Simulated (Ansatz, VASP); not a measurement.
HfO2: VASP beside Ansatz

```
Hf O
1.0
     3.60430    0.00000    0.00000
     0.00000    3.60430    0.00000
     0.00000    0.00000    5.26397
Hf O
2 4
Direct
  0.50000 0.43757 0.45726
  0.00000 0.00000 0.00000
  0.00000 0.50000 0.69325
  0.50000 0.00000 0.80675
  0.50000 0.00000 0.30675
  0.00000 0.50000 0.19325
```

Alike in both runs: task single point; functional PBE; k mesh 6 × 6 × 4; occupations gaussian, width 0.05 eV; no spin polarisation.

|  | VASP | Ansatz |
| --- | --- | --- |
| version | VASP 6.6.1 | Ansatz 0.2.0 |
| potentials or method | VASP PAW PBE potentials, release 64 (Hf_pv, O), cutoff 520 eV | scalar-relativistic, plane waves, PAW |
| valence electrons in the cell | 44 | 76 |

VASP gave:

```
gap on the k mesh at the Fermi level (eV)                     : 3.73
least direct gap on the mesh (eV)                             : 3.80
pressure (GPa)                                                : 5.0
traceless stress, the component that is largest in VASP (GPa) : 18.21
rms of the force components (eV/Å)                            : 2.758
```

**Question.** Which values does Ansatz return?

**Answer.** gap on the k mesh at the Fermi level (eV): 3.77; least direct gap on the mesh (eV): 3.83; pressure (GPa): 8.0; traceless stress, the component that is largest in VASP (GPa): 18.27; rms of the force components (eV/Å): 2.768.

Atom by atom the forces differ by 0.027 eV/Å (rms over components). VASP's potentials hold 44 valence electrons a cell and Ansatz's 76, so a difference there can come from the potentials and not from the codes.

Spin-orbit coupling is off throughout.
